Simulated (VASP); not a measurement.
Wanted: the native input for a VASP 6.6.1 run.

```yaml
Task: single point
Functional: PBE
Potentials_or_basis: VASP PAW PBE potentials, release 64 (Li_sv, Si, N)
Cutoff: 520 eV
k_mesh: 6 × 6 × 4
Occupations: gaussian, width 0.1 eV
Spin: no spin polarisation
Dipole_correction: no
Further_INCAR_settings: ALGO = Normal; EDIFF = 1e-07; NBANDS = 20
```

The structure of Li3Si2N lies in POSCAR:

```
Li3Si2N
1.0
    2.1895930500     -3.3492886900      0.0000000000
    2.1895930500      3.3492886900      0.0000000000
    0.0000000000      0.0000000000      6.2232310900
Li Si N
3 2 1
Direct
    0.0000000000      0.0000000000      0.2699191000
    0.0000000000      0.0000000000      0.7300809000
    0.5000000000      0.5000000000      0.5000000000
    0.8738468100      0.1261531900      0.0000000000
    0.1261531900      0.8738468100      0.0000000000
    0.5000000000      0.5000000000      0.0000000000
```

The cell was built from a structure type or drawn by symmetry, and may not be a known phase.

These files were run (other wordings do the same):

INCAR

```
PREC = Accurate
ENCUT = 520
EDIFF = 1E-7
ISMEAR = 0
SIGMA = 0.1
LREAL = False
LASPH = True
NELM = 80
ALGO = Normal
ISIF = 2
LWAVE = False
LCHARG = False
GGA = PE
NBANDS = 20
```

KPOINTS

```
regular mesh
0
Gamma
  6 6 4
```

Potentials or basis: VASP PAW PBE potentials, release 64 (Li_sv, Si, N).

Launch:

```sh
$ cat potpaw_PBE.64/Li_sv/POTCAR potpaw_PBE.64/Si/POTCAR potpaw_PBE.64/N/POTCAR > POTCAR
$ mpirun -np 1 vasp_std > vasp.out
```

It gave:

```
Largest force          : 23.977 eV/Å
Band gap on the k mesh : zero (bands 11 and 12 overlap by 1.39 eV)
```

Caveat: forces of over 1 eV/Å act on the atoms, so gaps and moduli don't describe the material at rest.

Wall time 67 s on 1 thread of Intel(R) Xeon(R) Platinum 8259CL CPU @ 2.50GHz (Skylake/Cascade Lake), on a shared host, peak memory 0.22 GiB.
